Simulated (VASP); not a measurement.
A run of VASP 6.6.1:

The input POSCAR:

```
Y
1.0
    3.2224045319      0.0000000000      0.0000000000
    0.0000000000      3.2224045319      0.0000000000
    0.0000000000      0.0000000000      3.2224045319
Y
1
Direct
    0.0000000000      0.0000000000      0.0000000000
```

The input INCAR.step1:

```
SYSTEM = Y
PREC     = Accurate       ! precision mode
ENCUT    = 550            ! plane-wave cutoff, eV
ISMEAR   = -1             ! smearing method
SIGMA    = 0.1            ! smearing width, eV
LREAL    = .FALSE.        ! projectors in reciprocal space
LASPH    = .TRUE.         ! aspherical terms in the spheres
NELM     = 120            ! most SCF steps
NBANDS   = 12             ! bands
GGA      = PE             ! functional
ALGO     = Normal         ! electronic algorithm
EDIFF    = 1E-5           ! SCF threshold, eV
LWAVE    = .TRUE.         ! write WAVECAR
LCHARG   = .FALSE.        ! write CHGCAR
GGA_COMPAT= .FALSE.
```

The input INCAR.step2:

```
SYSTEM = Y
PREC     = Accurate       ! precision mode
ENCUT    = 550            ! plane-wave cutoff, eV
EDIFF    = 1E-6           ! SCF threshold, eV
ISMEAR   = -1             ! smearing method
SIGMA    = 0.1            ! smearing width, eV
LREAL    = .FALSE.        ! projectors in reciprocal space
LASPH    = .TRUE.         ! aspherical terms in the spheres
NELM     = 120            ! most SCF steps
ALGO     = Normal         ! electronic algorithm
ISIF     = 2              ! what is computed and relaxed
LWAVE    = .FALSE.        ! write WAVECAR
LCHARG   = .TRUE.         ! write CHGCAR
METAGGA  = R2SCAN         ! meta-GGA
LMIXTAU  = .TRUE.       
LELF     = .TRUE.         ! ELF
LVHAR    = .TRUE.       
NBANDS   = 12             ! bands
ISTART   = 1            
GGA_COMPAT= .FALSE.
```

Contents of KPOINTS:

```
Automatic mesh
0
G
  11 11 11
  0 0 0
```

Potentials or basis: VASP PAW PBE potentials, release 64 (Y_sv).

Launch:

```console
$ cat potpaw_PBE.64/Y_sv/POTCAR > POTCAR
$ cp INCAR.step1 INCAR
$ mpirun -np 1 vasp_std > vasp.out
$ cp INCAR.step2 INCAR
$ mpirun -np 1 vasp_std > vasp.out
```

Hardware: 1 thread of AMD EPYC 7R13, on a shared host.

Question: How long does it take, and how much memory?

Answer: Wall time 3.5 min on 1 thread of AMD EPYC 7R13 (shared host), peak memory 0.17 GiB. Counts: k points 56.
